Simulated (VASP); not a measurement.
ZnS: single point with LDA

ZnS:

```
Zn S
1.0
     0.00000    2.70200    2.70200
     2.70200    0.00000    2.70200
     2.70200    2.70200    0.00000
Zn S
1 1
Direct
  0.25000 0.25000 0.25000
  0.00000 0.00000 0.00000
```

```json
{
  "Program": "VASP 6.6.1",
  "Task": "single point",
  "Functional": "LDA",
  "Potentials or basis": "VASP PAW LDA potentials, release 64 (Zn, S)",
  "Cutoff": "400 eV",
  "k mesh": "9 × 9 × 9",
  "Occupations": "fermi-dirac, width 0.1 eV",
  "Spin": "no spin polarisation",
  "Dipole correction": "no",
  "k mesh for the DOS": "14 × 14 × 14",
  "Occupations for the DOS": "tetrahedron",
  "Further INCAR settings": "ALGO = Normal; EDIFF = 1e-06"
}
```

The valence electrons inside the program's atomic spheres are Zn 10.82; S 3.72.

Levels at points of the mesh, in eV from the valence-band top:
| k point | band 7 | band 8 | band 9 | band 10 | band 11 | band 12 |
| --- | --- | --- | --- | --- | --- | --- |
| (0.00, 0.00, 0.00) | 0.00 | 0.00 | 0.00 | 1.89 | 6.25 | 6.25 |
| (0.50, 0.00, 0.00) | -5.38 | -0.88 | -0.88 | 3.11 | 6.79 | 6.79 |
| (0.50, 0.50, 0.00) | -4.66 | -2.25 | -2.25 | 3.19 | 3.90 | 10.72 |

Wall time 34 s on 1 thread of AMD EPYC 7R43 64-Core Processor (Zen 3), with other jobs on the host, peak memory 0.12 GiB.
